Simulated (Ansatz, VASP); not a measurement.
Two plane-wave programs on PbSe

The input INCAR:

```
  PREC = Accurate
  ENCUT = 520
  EDIFF = 1E-7
  ISMEAR = 0
  SIGMA = 0.03
  LREAL = False
  LASPH = True
  NELM = 60
  ALGO = Normal
  ISIF = 2
  LWAVE = False
  LCHARG = False
  GGA = PE
  IVDW = 12
  NBANDS = 17
```

File KPOINTS:

```
Automatic mesh
0
Gamma
  10 10 10
```

The input POSCAR:

```
PbSe
1.0
    0.0000000000      2.9866885253      2.8463141646
    2.9866885253      0.0000000000      2.8463141646
    2.9866885253      2.9866885253      0.0000000000
Pb Se
1 1
Direct
    0.0000000000      0.0000000000      0.0000000000
    0.5000000000      0.5000000000      0.5000000000
```

Input for Ansatz:

```yaml
crystal:
  lattice:
    - [0.0, 2.9866885253, 2.8463141646]
    - [2.9866885253, 0.0, 2.8463141646]
    - [2.9866885253, 2.9866885253, 0.0]
  atoms:
    - { symbol: Pb, position: [0.0, 0.0, 0.0] }
    - { symbol: Se, position: [0.5, 0.5, 0.5] }
basis:
  ecutwfc: 420
kpoints:
  mp_grid: { grid: [10, 10, 10] }
hamiltonian:
  xc: pbe
  dispersion: d3bj
scf:
  occupations: { method: gaussian, width: 0.03 }
output:
  forces: true
  stress: true
  eigenvalues: true
```

Alike in both runs: task single point; functional PBE; dispersion D3(BJ); k mesh 10 × 10 × 10; occupations gaussian, width 0.03 eV; no spin polarisation.

|  | VASP | Ansatz |
| --- | --- | --- |
| version | VASP 6.6.1 | Ansatz 0.2.0 |
| potentials or method | VASP PAW PBE potentials, release 64 (Pb_d, Se), cutoff 520 eV | scalar-relativistic, plane waves, PAW |
| valence electrons in the cell | 20 | 30 |

|  | VASP | Ansatz | Ansatz less VASP |
| --- | --- | --- | --- |
| gap on the k mesh at the Fermi level (eV) | 0.28 | 0.28 | +0.005 |
| least direct gap on the mesh (eV) | 0.28 | 0.28 | +0.005 |
| pressure (GPa) | 9.1 | 9.1 | 0.00 |
| traceless stress, the component that is largest in VASP (GPa) | 7.37 | 7.35 | -0.016 |

VASP's potentials hold 20 valence electrons a cell and Ansatz's 30, so a difference there can come from the potentials and not from the codes.

Spin-orbit coupling is off throughout.
